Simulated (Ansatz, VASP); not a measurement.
# Sc: VASP beside Ansatz

INCAR

```
PREC     = Accurate       # precision mode
ENCUT    = 500            # plane-wave cutoff, eV
EDIFF    = 1E-6           # SCF threshold, eV
ISMEAR   = 1              # smearing method
SIGMA    = 0.03           # smearing width, eV
LREAL    = False          # projectors in reciprocal space
LASPH    = True           # aspherical terms in the spheres
NELM     = 120            # most SCF steps
ALGO     = Normal         # electronic algorithm
ISIF     = 2              # what is computed and relaxed
LWAVE    = False          # write WAVECAR
LCHARG   = False          # write CHGCAR
NBANDS   = 18             # bands
GGA_COMPAT= False
```

Contents of KPOINTS:

```
Automatic mesh
0
Gamma
  11 11 6
```

Contents of POSCAR:

```
Sc
1.0
    3.2269060027      0.0000000000      0.0000000000
   -1.6134530014      2.7945825740      0.0000000000
    0.0000000000      0.0000000000      5.0094253455
Sc
2
Direct
    0.3333333333      0.6666666667      0.2500000000
    0.6666666667      0.3333333333      0.7500000000
```

Input for Ansatz:

```yaml
crystal:
  lattice:
    - [3.2269060027, 0.0, 0.0]
    - [-1.6134530014, 2.794582574, 0.0]
    - [0.0, 0.0, 5.0094253455]
  atoms:
    - { symbol: Sc, position: [0.3333333333, 0.6666666667, 0.25] }
    - { symbol: Sc, position: [0.6666666667, 0.3333333333, 0.75] }
hamiltonian:
  xc: lda
  pseudopotentials:
    kind: paw
    azcp:
      Sc: "pseudopotentials/Sc.paw.azcp"
basis:
  ecutwfc: 420
  fft_grid_basis: typed
kpoints:
  mp_grid: { grid: [11, 11, 6], shift: [0, 0, 0] }
magnetization:
  spin_polarized: false
scf:
  occupations: { method: methfessel_paxton, width: 0.03 }
  lower_state_search: "off"
output:
  stress: true
```

Alike in both runs: task single point; functional LDA; k mesh 11 × 11 × 6; occupations methfessel-paxton of order 1, width 0.03 eV; no spin polarisation.

|  | VASP | Ansatz |
| --- | --- | --- |
| version | VASP 6.6.1 | Ansatz 0.2.0 |
| potentials or method | VASP PAW LDA potentials, release 64 (Sc_sv), cutoff 500 eV | plane waves (420 eV) with PAW, scalar-relativistic |
| valence electrons in the cell | 22 | 22 |

```tsv
	VASP	Ansatz	Ansatz less VASP
pressure (GPa)	-0.2	-0.3	-0.08
traceless stress, the component that is largest in VASP (GPa)	-0.05	-0.06	-0.004
```

Ansatz warns that its potentials were made for another functional, while VASP's fit it. LDA's correlation is that of Perdew and Zunger in VASP and of Perdew and Wang (1992) in Ansatz.
